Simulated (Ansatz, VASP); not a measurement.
# Two plane-wave programs on HfSi

```
Hf Si
1.0
     7.23112    0.00000    0.00000
     0.00000    3.53406    0.00000
     0.00000    0.00000    5.20174
Hf Si
4 4
Direct
  0.17559 0.25000 0.12649
  0.32441 0.75000 0.62649
  0.67559 0.25000 0.37351
  0.82441 0.75000 0.87351
  0.04306 0.25000 0.64020
  0.45694 0.75000 0.14020
  0.54306 0.25000 0.85980
  0.95694 0.75000 0.35980
```

Change from the starting cell: strain +0.0600 x Voigt [1, -1, 0, 0, 0, 0], atoms carried along.

Alike in both runs: task single point; functional PBEsol; k mesh 6 × 10 × 8; occupations gaussian, width 0.15 eV; no spin polarisation.

|  | VASP | Ansatz |
| --- | --- | --- |
| version | VASP 6.6.1 | Ansatz 0.2.0 |
| potentials or method | VASP PAW PBE potentials, release 64 (Hf_pv, Si), cutoff 520 eV | scalar-relativistic, plane waves, PAW |
| valence electrons in the cell | 56 | 120 |

|  | VASP | Ansatz | Ansatz less VASP |
| --- | --- | --- | --- |
| gap on the k mesh at the Fermi level (eV) | none | none | - |
| pressure (GPa) | 1.4 | 1.3 | -0.06 |
| traceless stress, the component that is largest in VASP (GPa) | 7.79 | 7.82 | +0.032 |
| rms of the force components (eV/Å) | 0.223 | 0.222 | -0.0009 |

VASP's potentials were made for PBE, not for PBEsol. Atom by atom the forces differ by 0.006 eV/Å (rms over components). A gap of «none» marks a metal or a gap that the smearing closes. VASP's potentials hold 56 valence electrons a cell and Ansatz's 120, so a difference there can come from the potentials and not from the codes.

Neither program's run includes spin-orbit coupling.
